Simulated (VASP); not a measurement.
Set up this calculation in VASP 6.6.1, as the native input.

```yaml
Task: single point
Functional: r2SCAN
Dispersion: rVV10
Potentials_or_basis: VASP PAW PBE potentials, release 64 (Sc_sv, Al, H)
Cutoff: 520 eV
k_mesh: 8 × 8 × 8
Occupations: fermi-dirac, width 0.03 eV
Spin: no spin polarisation
Dipole_correction: no
Further_INCAR_settings: ALGO = Normal; EDIFF = 1e-06; NBANDS = 20
```

The system is ScAlH6.

```xyz
8
Lattice="0.0000 3.6238 3.6238 3.6238 0.0000 3.6238 3.6238 3.6238 0.0000" Properties=species:S:1:pos:R:3 pbc="T T T"
Sc    3.6238    3.6238    3.6238
Al    0.0000    0.0000    0.0000
H     1.7013    3.6238    3.6238
H     5.5464    3.6238    3.6238
H     3.6238    1.7013    3.6238
H     3.6238    5.5464    3.6238
H     3.6238    3.6238    1.7013
H     3.6238    3.6238    5.5464
```

These files were run (other wordings do the same):

POSCAR

```
ScAlH6
1.0
    0.0000000000      3.6238432084      3.6238432084
    3.6238432084      0.0000000000      3.6238432084
    3.6238432084      3.6238432084      0.0000000000
Sc Al H
1 1 6
Direct
    0.5000000000      0.5000000000      0.5000000000
    0.0000000000      0.0000000000      0.0000000000
    0.7652590496      0.2347409504      0.2347409504
    0.2347409504      0.7652590496      0.7652590496
    0.2347409504      0.7652590496      0.2347409504
    0.7652590496      0.2347409504      0.7652590496
    0.2347409504      0.2347409504      0.7652590496
    0.7652590496      0.7652590496      0.2347409504
```

INCAR.step1

```
SYSTEM = ScAlH6
ALGO = Normal ; EDIFF = 1E-4
ENCUT = 520 ; GGA = PE
ISMEAR = -1 ; LASPH = .TRUE.
LCHARG = .FALSE. ; LREAL = .FALSE.
LWAVE = .TRUE. ; NBANDS = 20
NELM = 60 ; PREC = Accurate
SIGMA = 0.03
```

INCAR.step2

```
SYSTEM = ScAlH6
ALGO = Normal ; BPARAM = 11.95
CPARAM = 0.0093 ; EDIFF = 1E-6
ENCUT = 520 ; ISIF = 2
ISMEAR = -1 ; ISTART = 1
IVDW_NL = 2 ; LASPH = .TRUE.
LCHARG = .TRUE. ; LELF = .TRUE.
LMIXTAU = .TRUE. ; LREAL = .FALSE.
LUSE_VDW = .TRUE. ; LVHAR = .TRUE.
LWAVE = .FALSE. ; METAGGA = R2SCAN
NBANDS = 20 ; NELM = 60
PREC = Accurate ; SIGMA = 0.03
```

KPOINTS

```
k-points
0
G
  8 8 8
  0 0 0
```

Potentials or basis: VASP PAW PBE potentials, release 64 (Sc_sv, Al, H).

Command:

```console
$ cat potpaw_PBE.64/Sc_sv/POTCAR potpaw_PBE.64/Al/POTCAR potpaw_PBE.64/H/POTCAR > POTCAR
$ cp INCAR.step1 INCAR
$ mpirun -np 1 vasp_std > vasp.out
$ cp INCAR.step2 INCAR
$ mpirun -np 1 vasp_std > vasp.out
```

It gave:

- Pressure: -0.1 GPa
- Largest force: 0.021 eV/Å
- Band gap on the k mesh: 2.73 eV (least direct gap 3.45 eV)

Caveat: the PAW data sets were made with another functional, which shifts forces and pressure a little.

Wall time 2.6 min on 1 thread of Intel(R) Xeon(R) 6975P-C (Granite Rapids), on a shared host, peak memory 0.52 GiB.
